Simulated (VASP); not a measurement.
Write the native input for VASP 6.6.1 that does the following.

* Task: single point
* Functional: PBE
* Potentials or basis: VASP PAW PBE potentials, release 64 (Rb_sv, Zn, I)
* Cutoff: 520 eV
* k mesh: 4 × 4 × 4
* Occupations: fermi-dirac, width 0.02 eV
* Spin: no spin polarisation
* Dipole correction: no
* Further INCAR settings: ALGO = Normal; EDIFF = 1e-07; NBANDS = 29

The structure of RbZnI3 lies in POSCAR:

```
RbZnI3
1.0
    5.8364211500      0.0000000000      0.0000000000
    0.0000000000      5.8364211500      0.0000000000
    0.0000000000      0.0000000000      5.8364211500
Rb Zn I
1 1 3
Direct
    0.0000000000      0.0000000000      0.0000000000
    0.5000000000      0.5000000000      0.5000000000
    0.5000000000      0.5000000000      0.0000000000
    0.5000000000      0.0000000000      0.5000000000
    0.0000000000      0.5000000000      0.5000000000
```

This cell differs from its parent crystal: volume changed by +3%.

These files were run (other wordings do the same):

INCAR

```
SYSTEM = RbZnI3
PREC = Accurate
ENCUT = 520
EDIFF = 1E-7
ISMEAR = -1
SIGMA = 0.02
LREAL = .False.
LASPH = .True.
NELM = 80
ALGO = Normal
ISIF = 2
LWAVE = .False.
LCHARG = .False.
GGA = PE
NBANDS = 29
```

KPOINTS

```
regular mesh
0
Gamma
  4 4 4
  0 0 0
```

Potentials or basis: VASP PAW PBE potentials, release 64 (Rb_sv, Zn, I).

The run is started by

```bash
$ cat potpaw_PBE.64/Rb_sv/POTCAR potpaw_PBE.64/Zn/POTCAR potpaw_PBE.64/I/POTCAR > POTCAR
$ mpirun -np 1 vasp_std > vasp.out
```

It gave:

| Item | Value |
| --- | --- |
| Pressure | -0.5 GPa |
| Band gap on the k mesh | zero (band 21 reaches 1.27 eV, above the bottom of band 22 at 0.81 eV) |

Caveat: spin-orbit coupling is left out, which moves the levels of the heavy elements.

It took 81 s on 1 thread of Intel(R) Xeon(R) Platinum 8259CL CPU @ 2.50GHz (Skylake/Cascade Lake) (shared host), peak memory 0.34 GiB.
